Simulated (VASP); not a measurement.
# WC (P-6m2) in VASP: relaxation of cell and atoms with r2SCAN

Aim: the relaxation of cell and atoms of WC with r2SCAN.

All numbers are computed with VASP 6.6.1; they aren't measurements. Logs are shortened: lines on timing, memory, paths and dates and some standing lists are left out, and cuts for length are marked.

## 1. The cell of the first run

The structure is hexagonal, space group P-6m2 (No. 187). The conventional cell has a = 2.915 Å, b = 2.915 Å, c = 2.835 Å, α = 90.00°, β = 90.00°, γ = 120.00°. W (site symmetry -6m2) has 6 C at 2.20 Å and 8 W at 2.84 to 2.91 Å within 3.0 Å. Within 3.0 Å of C (site symmetry -6m2) lie 6 W at 2.20 Å and 8 C at 2.84 to 2.91 Å.

## 2. Relaxation of cell and atoms, r2SCAN

Contents of POSCAR:

```
WC
1.0
    2.9149996235      0.0000000000      0.0000000000
   -1.4574998118      2.5244637260      0.0000000000
    0.0000000000      0.0000000000      2.8350516579
W C
1 1
Direct
    0.0000000000      0.0000000000      0.0000000000
    0.6666666667      0.3333333333      0.5000000000
```

Contents of INCAR.step1:

```
PREC = Accurate ; ENCUT = 600
ISMEAR = 0 ; SIGMA = 0.1
LREAL = False ; LASPH = True
NELM = 100 ; GGA = PE
ALGO = Normal ; EDIFF = 1E-4
LWAVE = True ; LCHARG = False
```

Contents of INCAR.step2:

```
PREC = Accurate ; ENCUT = 600
EDIFF = 1E-6 ; ISMEAR = 0
SIGMA = 0.1 ; LREAL = False
LASPH = True ; NELM = 100
ALGO = Normal ; ISIF = 3
LWAVE = False ; LCHARG = False
METAGGA = R2SCAN ; LMIXTAU = True
IBRION = 2 ; NSW = 100
EDIFFG = -0.002 ; ISTART = 1
```

Contents of KPOINTS:

```
regular mesh
0
Gamma
  21 21 20
```

Potentials or basis: VASP PAW PBE potentials, release 64 (W_sv, C).

Command:

```sh
cat potpaw_PBE.64/W_sv/POTCAR potpaw_PBE.64/C/POTCAR > POTCAR
cp INCAR.step1 INCAR
mpirun -np 1 vasp_std > vasp.out
cp INCAR.step2 INCAR
mpirun -np 1 vasp_std > vasp.out
```

OUTCAR:

```text
PREC = Accurate
   ENCUT = 600
   EDIFF = 1E-6
   ISMEAR = 0
   LREAL = False
   LASPH = True
   NELM = 100
   ISIF = 3
   METAGGA = R2SCAN
   IBRION = 2
   NSW = 100
   EDIFFG = -0.002
   ISTART = 1

 ion  position               nearest neighbor table
   1  0.000  0.000  0.000-   2 2.20   2 2.20   2 2.20   2 2.20   2 2.20   2 2.20
   2  0.667  0.333  0.500-   1 2.20   1 2.20   1 2.20   1 2.20   1 2.20   1 2.20

  LATTYP: Found a hexagonal cell.
 ALAT       =     2.9149996235
 C/A-ratio  =     0.9725735932

  Lattice vectors:

 A1 = (   2.9149996235,   0.0000000000,   0.0000000000)
 A2 = (  -1.4574998118,   2.5244637260,   0.0000000000)
 A3 = (   0.0000000000,   0.0000000000,   2.8350516579)

Analysis of symmetry for initial positions (statically):
=====================================================================
 Subroutine PRICEL returns:
 Original cell was already a primitive cell.

 Routine SETGRP: Setting up the symmetry group for a
 hexagonal supercell.

 Subroutine GETGRP returns: Found 12 space group operations
 (whereof 12 operations were pure point group operations)
 out of a pool of 24 trial point group operations.

The static configuration has the point symmetry D_3h.

Analysis of symmetry for dynamics (positions and initial velocities):
=====================================================================
 Subroutine PRICEL returns:
 Original cell was already a primitive cell.

 Routine SETGRP: Setting up the symmetry group for a
 hexagonal supercell.

 Subroutine GETGRP returns: Found 12 space group operations
 (whereof 12 operations were pure point group operations)
 out of a pool of 24 trial point group operations.

The dynamic configuration has the point symmetry D_3h.

 Subroutine INISYM returns: Found 12 space group operations
 (whereof 12 operations are pure point group operations),
 and found     1 'primitive' translations

----------------------------------------------------------------------------------------

                                     Primitive cell

  volume of cell :      20.8626

  direct lattice vectors                    reciprocal lattice vectors
     2.914999623  0.000000000  0.000000000     0.343053218  0.198061868  0.000000000
    -1.457499812  2.524463726  0.000000000     0.000000000  0.396123735  0.000000000
     0.000000000  0.000000000  2.835051658     0.000000000  0.000000000  0.352727259

  length of vectors
     2.914999623  2.914999624  2.835051658     0.396123735  0.396123735  0.352727259

  position of ions in fractional coordinates (direct lattice)
     0.000000000  0.000000000  0.000000000
     0.666666667  0.333333333  0.500000000

  ion indices of the primitive-cell ions
   primitive index   ion index
                 1           1
                 2           2

----------------------------------------------------------------------------------------

 KPOINTS: regular mesh

Automatic generation of k-mesh.
 Grid dimensions read from file:
 generate k-points for:   21   21   20

 Generating k-lattice:

  Cartesian coordinates                     Fractional coordinates (reciprocal lattice)
     0.016335868  0.009431518  0.000000000     0.047619048  0.000000000  0.000000000
     0.000000000  0.018863035  0.000000000     0.000000000  0.047619048  0.000000000
     0.000000000  0.000000000  0.017636363     0.000000000  0.000000000  0.050000000

  Length of vectors
     0.018863035  0.018863035  0.017636363

  Shift w.r.t. Gamma in fractional coordinates (k-lattice)
     0.000000000  0.000000000  0.000000000

 Subroutine IBZKPT returns following result:
 ===========================================

 Found    528 irreducible k-points:

 Following reciprocal coordinates:
            Coordinates               Weight
  0.000000  0.000000  0.000000      1.000000
  0.047619 -0.000000  0.000000      6.000000
  0.095238  0.000000  0.000000      6.000000
  0.142857  0.000000  0.000000      6.000000
  0.190476  0.000000  0.000000      6.000000
  0.238095  0.000000  0.000000      6.000000
[... 16 lines left out ...]
  0.142857  0.095238  0.000000     12.000000
  0.190476  0.095238  0.000000     12.000000
 [... further k-points ...]
   k-points           NKPTS =    528   k-points in BZ     NKDIM =    528   number of bands    NBANDS=     13
   number of dos      NEDOS =    301   number of ions     NIONS =      2
   total plane-waves  NPLWV =  13824
   dimension x,y,z NGX =    24 NGY =   24 NGZ =   24
   dimension x,y,z NGXF=    48 NGYF=   48 NGZF=   48
   ions per type =               1   1
   NGX,Y,Z   is equivalent  to a cutoff of  13.69, 13.69, 14.07 a.u.
   NGXF,Y,Z  is equivalent  to a cutoff of  27.37, 27.37, 28.15 a.u.
 SYSTEM =  unknown system
   PREC   = accura    normal or accurate (medium, high low for compatibility)
   ISTART =      1    job   : 0-new  1-cont  2-samecut
   ICHARG =      0    charge: 1-file 2-atom 10-const
   ISPIN  =      1    spin polarized calculation?
   LNONCOLLINEAR =      F non collinear calculations
   LSORBIT =      F    spin-orbit coupling
   LASPH  =      T    aspherical Exc in radial PAW
   ENCUT  =  600.0 eV  44.10 Ry    6.64 a.u.   5.82  5.82  5.66*2*pi/ulx,y,z
   NELM   =    100;   NELMIN=  2; NELMDL=  0     # of ELM steps
   EDIFF  = 0.1E-05   stopping-criterion for ELM
   LREAL  =      F    real-space projection
   EDIFFG = -.2E-02   stopping-criterion for IOM
   NSW    =    100    number of steps for IOM
   IBRION =      2    ionic relax: 0-MD 1-quasi-New 2-CG
   NFREE  =      1    steps in history (QN), initial steepest desc. (CG)
   ISIF   =      3    stress and relaxation
   ISYM   =      2    0-nonsym 1-usesym 2-fastsym
   POTIM  = 0.5000    time-step for ionic-motion
   TEBEG  =    0.0;   TEEND  =   0.0 temperature during run
   PSTRESS=    0.0 pullay stress
   NELECT =      18.0000    total number of electrons
   NUPDOWN=      -1.0000    fix difference up-down
   EMIN   =  10.00;   EMAX   =-10.00  energy-range for DOS
   EFERMI =   0.00;   METHOD = LEGACY
   ISMEAR =     0;   SIGMA  =   0.10  broadening in eV -4-tet -1-fermi 0-gaus
   EFERMI_NEDOS =   21; number of points for ismear=-14 and -15
   IALGO  =     38    algorithm
   IMIX   =      4    mixing-type and parameters
     AMIX     =   0.40;   BMIX     =  1.00
     AMIX_MAG =   1.60;   BMIX_MAG =  1.00
  volume/ion in A,a.u.               =      10.43        70.39
  Fermi-wavevector in a.u.,A,eV,Ry     =   1.558510  2.945156 33.047898  2.428952
  Thomas-Fermi vector in A             =   2.662004
   LORBIT       =      0    0 simple, 1 ext, 2 COOP (PROOUT), +10 PAW based schemes
   METAGGA = R2SCAN    functional components
   LHFCALC =     F    Hartree Fock is set to
   AEXX    =    0.0000 exact exchange contribution
   IVDW    =     0    specifies the selected vdW correction
   LEPSILON=     F    determine dielectric tensor
   LRPA    =     F    only Hartree local field effects (RPA)
 conjugate gradient relaxation of ions
 non-spin polarized calculation
 Gauss-broadening in eV      SIGMA  =   0.10
  energy-cutoff  :      600.00
  volume of cell :       20.86
 maximum number of plane-waves:       711
 NGX is ok and might be reduce to    24
   NGX = 11   NGY = 11   NGZ = 11

--------------------------------------- Ionic step        1  -------------------------------------------

 number of electron      18.0000001 magnetization

 Free energy of the ion-electron system (eV)
  ---------------------------------------------------
  ext. energy  EPLUGINS =         0.00000000
  ---------------------------------------------------
  free energy    TOTEN  =       -61.61533077 eV

  energy without entropy =      -61.61396345  energy(sigma->0) =      -61.61464711

------------------------ aborting loop because EDIFF is reached ----------------------------------------

  FORCE on cell =-STRESS in cart. coord.  units (eV):
  Direction    XX          YY          ZZ          XY          YZ          ZX
  --------------------------------------------------------------------------------------
  -------------------------------------------------------------------------------------
  Total        0.1158266      0.1158266      0.2512875     -0.0000000      0.0000000      0.0000000
  in kB        8.8950861      8.8950861     19.2980214     -0.0000000      0.0000000      0.0000000
  external PRESSURE =      12.3627312 kB  Pullay stress =       0.0000000 kB

 VOLUME and BASIS-vectors are now :
 -----------------------------------------------------------------------------
  energy-cutoff  :      600.00
  volume of cell :       20.86
      direct lattice vectors                 reciprocal lattice vectors
     2.914999623  0.000000000  0.000000000     0.343053218  0.198061868  0.000000000
    -1.457499812  2.524463726  0.000000000     0.000000000  0.396123735  0.000000000
     0.000000000  0.000000000  2.835051658     0.000000000  0.000000000  0.352727259
[... 109 lines left out ...]
 POSITION                                       TOTAL-FORCE (eV/Angst)
 -----------------------------------------------------------------------------------
     -1.45817      2.52563      0.00000        -0.000000      0.000000      0.000000
      1.45817      0.84188      1.42016         0.000000     -0.000000     -0.000000
 -----------------------------------------------------------------------------------
    total drift:                               -0.000000      0.000000      0.000000

  FREE ENERGIE OF THE ION-ELECTRON SYSTEM (eV)
  ---------------------------------------------------
  free  energy   TOTEN  =       -61.6156067709 eV

  energy  without entropy=      -61.6142451497  energy(sigma->0) =      -61.61492596

--------------------------------------- Ionic step        5  -------------------------------------------

 number of electron      18.0000001 magnetization

 Free energy of the ion-electron system (eV)
  ---------------------------------------------------
  ext. energy  EPLUGINS =         0.00000000
  ---------------------------------------------------
  free energy    TOTEN  =       -61.61561044 eV

  energy without entropy =      -61.61424753  energy(sigma->0) =      -61.61492898

 E-fermi :  10.8425     XC(G=0): -14.9166

 val. band max:       10.8329651532   @ k =   0.4762   0.0000   0.4000
 cond. band min:      10.8521770867   @ k =   0.0952   0.0476   0.4000
 fundamental gap:      0.0192119334
 Fermi energy:        10.8425445127

 k-point     1 :       0.0000    0.0000    0.0000
  band No.  band energies     occupation
      1     -65.1192      2.00000
      2     -28.4212      2.00000
      3     -28.3247      2.00000
      4     -28.3247      2.00000
      5      -4.3304      2.00000
      6       6.4048      2.00000
      7       7.3829      2.00000
      8       7.3829      2.00000
      9      10.9703      0.07074
     10      14.2280      0.00000
     11      14.2280      0.00000
     12      16.7721      0.00000
     13      16.7721      0.00000

 k-point     2 :       0.0476   -0.0000    0.0000
  band No.  band energies     occupation
      1     -65.1178      2.00000
      2     -28.4187      2.00000
      3     -28.3444      2.00000
      4     -28.3292      2.00000
      5      -4.2694      2.00000
      6       6.4309      2.00000
      7       7.2868      2.00000
      8       7.4403      2.00000
      9      10.7711      1.68749
     10      14.2058      0.00000
     11      14.4496      0.00000
[... 339 lines left out ...]
 k-point    24 :       0.1905    0.0952    0.0000
  band No.  band energies     occupation
      1     -65.0876      2.00000
      2     -28.7427      2.00000
      3     -28.4423      2.00000
      4     -28.3637      2.00000
      5      -2.8254      2.00000
      6       5.1559      2.00000
      7       7.5261      2.00000
      8       8.4986      2.00000
      9       8.6691      2.00000
     10      13.5702      0.00000
     11      14.6489      0.00000
     12      15.9725      0.00000
     13      17.2359      0.00000

 [... further k-points ...]
[... 5 lines left out ...]
  --------------------------------------------------------------------------------------
  -------------------------------------------------------------------------------------
  Total        0.0019300      0.0019300     -0.0006358     -0.0000000      0.0000000      0.0000000
  in kB        0.1477891      0.1477891     -0.0486895     -0.0000000      0.0000000      0.0000000
  external PRESSURE =       0.0822962 kB  Pullay stress =       0.0000000 kB

 VOLUME and BASIS-vectors are now :
 -----------------------------------------------------------------------------
  energy-cutoff  :      600.00
  volume of cell :       20.92
      direct lattice vectors                 reciprocal lattice vectors
     2.916714218 -0.000000000  0.000000000     0.342851553  0.197945437  0.000000000
    -1.458357109  2.525948608  0.000000000     0.000000000  0.395890873 -0.000000000
    -0.000000000  0.000000000  2.839942048    -0.000000000 -0.000000000  0.352119861

 POSITION                                       TOTAL-FORCE (eV/Angst)
 -----------------------------------------------------------------------------------
      0.00000     -0.00000      0.00000        -0.000000      0.000000      0.000000
      1.45836      0.84198      1.41997         0.000000     -0.000000     -0.000000
 -----------------------------------------------------------------------------------
    total drift:                               -0.000000      0.000000      0.000000

  FREE ENERGIE OF THE ION-ELECTRON SYSTEM (eV)
  ---------------------------------------------------
  free  energy   TOTEN  =       -61.6156104405 eV

  energy  without entropy=      -61.6142475291  energy(sigma->0) =      -61.61492898

 reached required accuracy - stopping structural energy minimisation
```

Run time: 35 min. Hardware: 1 thread of Oxide Virtual Turin-like, shared host; peak memory 0.28 GiB.

What came out:

| Property | Result |
| --- | --- |
| Free energy | -61.6156 eV |
| Relaxed volume | 10.46 Å³/atom |
| Relaxed cell | a = 2.917 Å, b = 2.917 Å, c = 2.840 Å, α = 90.00°, β = 90.00°, γ = 120.00° |
| Space group after relaxing (to 0.1 Å) | P-6m2 (No. 187) |
| Energy gained by relaxing | 0.1 meV/atom |
| Ionic steps | 5 |
| Pressure after relaxing | 0.0 GPa |
| Band gap on the k mesh | zero (bands 9 and 10 overlap by 1.32 eV) |

Step by step:
| step | energy change (eV) | largest force (eV/Å) | pressure (GPa) | volume (Å³) |
| --- | --- | --- | --- | --- |
| 1 | 0.0000 | 0.0000 | 1.24 | 20.86 |
| 2 | 0.0020 | 0.0000 | -3.57 | 21.11 |
| 3 | -0.0003 | 0.0000 | -0.04 | 20.93 |
| 4 | -0.0003 | 0.0000 | 0.02 | 20.92 |
| 5 | -0.0003 | 0.0000 | 0.01 | 20.92 |

Final structure:
```xyz
2
Lattice="2.9167 0.0000 0.0000 -1.4584 2.5259 0.0000 0.0000 0.0000 2.8399" Properties=species:S:1:pos:R:3 pbc="T T T"
W     0.0000    0.0000    0.0000
C     1.4584    0.8420    1.4200
```

Caveat: the PAW data sets were made with another functional, which shifts forces and pressure a little; spin-orbit coupling is left out, which moves the levels of the heavy elements.
